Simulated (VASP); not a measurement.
Wanted: the native input for a VASP 6.6.1 run.

| Quantity | Value |
| --- | --- |
| Task | single point |
| Functional | PBE |
| Potentials or basis | VASP PAW PBE potentials, release 64 (Pb_d) |
| Cutoff | 520 eV |
| k mesh | 7 × 7 × 9 |
| Occupations | fermi-dirac, width 0.05 eV |
| Spin | no spin polarisation |
| Dipole correction | no |
| Further INCAR settings | ALGO = Normal; EDIFF = 1e-06; NBANDS = 28 |

The structure of Pb lies in POSCAR:

```
Pb
1.0
    5.6698768875      0.0000000000      0.0000000000
   -2.8349384438      4.9102574209      0.0000000000
    0.0000000000      0.0000000000      3.4431684103
Pb
3
Direct
    0.0000000000      0.0000000000      0.0000000000
    0.3333333333      0.6666666667      0.5000000000
    0.6666666667      0.3333333333      0.5000000000
```

These files were run (other wordings do the same):

INCAR

```
SYSTEM = Pb
PREC = Accurate
ENCUT = 520
EDIFF = 1E-6
ISMEAR = -1
SIGMA = 0.05
LREAL = .FALSE.
LASPH = .TRUE.
NELM = 60
ALGO = Normal
ISIF = 2
LWAVE = .FALSE.
LCHARG = .FALSE.
GGA = PE
NBANDS = 28
```

KPOINTS

```
regular mesh
0
G
  7 7 9
  0 0 0
```

Potentials or basis: VASP PAW PBE potentials, release 64 (Pb_d).

Command:

```bash
$ cat potpaw_PBE.64/Pb_d/POTCAR > POTCAR
$ mpirun -np 1 vasp_std > vasp.out
```

It gave:

```json
{
 "Pressure": "0.2 GPa",
 "Band gap on the k mesh": "zero (band 21 reaches 8.59 eV, above the bottom of band 22 at 4.80 eV)"
}
```

Caveat: spin-orbit coupling is left out, which moves the levels of the heavy elements.

It took 86 s on 1 thread of Intel(R) Xeon(R) Platinum 8488C (Sapphire Rapids) (shared host), peak memory 0.25 GiB.
